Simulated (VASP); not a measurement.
# CuI (Marshite): single point with r2SCAN

CuI (Marshite):

```xyz
2
Lattice="0.0000 3.0315 3.0315 3.0315 0.0000 3.0315 3.0315 3.0315 0.0000" Properties=species:S:1:pos:R:3 pbc="T T T"
Cu    1.5157    1.5157    1.5157
I     0.0000    0.0000    0.0000
```

- Program: VASP 6.6.1
- Task: single point
- Functional: r2SCAN
- Potentials or basis: VASP PAW PBE potentials, release 64 (Cu, I)
- Cutoff: 520 eV
- k mesh: 6 × 6 × 6
- Occupations: methfessel-paxton, width 0.1 eV
- Spin: no spin polarisation

The pressure is -0.9 GPa. The band gap on the k mesh is 1.61 eV, direct.

Levels at points of the mesh, in eV from the valence-band top:
| k point | band 6 | band 7 | band 8 | band 9 | band 10 | band 11 | band 12 | band 13 |
| --- | --- | --- | --- | --- | --- | --- | --- | --- |
| (0.00, 0.00, 0.00) | -1.83 | 0.00 | 0.00 | 0.00 | 1.61 | 5.24 | 5.24 | 5.24 |
| (0.50, 0.00, 0.00) | -1.81 | -1.77 | -0.71 | -0.71 | 2.55 | 5.75 | 5.75 | 7.71 |
| (0.50, 0.50, 0.00) | -1.76 | -1.74 | -1.50 | -1.50 | 2.94 | 3.18 | 9.79 | 10.40 |

Run time: 35 s on 1 thread of Intel(R) Xeon(R) Platinum 8488C (Sapphire Rapids) (shared host), peak memory 0.19 GiB.

Caveat: the PAW data sets were made with another functional, which shifts forces and pressure a little; spin-orbit coupling is left out, which moves the levels of the heavy elements. r2SCAN opens gaps a little over a GGA but as a rule still falls short of measured ones.
